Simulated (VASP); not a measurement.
Here is a VASP 6.6.1 calculation.

File INCAR:

```
ALGO = Normal ; EDIFF = 1E-7
EDIFFG = -0.005 ; ENCUT = 600
GGA = PE ; IBRION = 2
ISIF = 3 ; ISMEAR = -1
LASPH = True ; LCHARG = False
LREAL = False ; LWAVE = False
NELM = 80 ; NSW = 60
PREC = Accurate ; SIGMA = 0.08
```

File KPOINTS:

```
k-points
0
Gamma
  18 18 10
```

File POSCAR:

```
Ru
1.0
    2.6974396414      0.0000000000      0.0000000000
   -1.3487198207      2.3360512546      0.0000000000
    0.0000000000      0.0000000000      4.3698522191
Ru
2
Direct
    0.3333333333      0.6666666667      0.2500000000
    0.6666666667      0.3333333333      0.7500000000
```

Potentials or basis: VASP PAW PBE potentials, release 64 (Ru_pv).

Launch:

```bash
$ cat potpaw_PBE.64/Ru_pv/POTCAR > POTCAR
$ mpirun -np 1 vasp_std > vasp.out
```

(1) What does it give for the space group after relaxing (to 0.05 Å)?

(2) Estimate the relaxed volume.

Answers

(1) P6_3/mmc (No. 194).

(2) 13.76 Å³/atom.
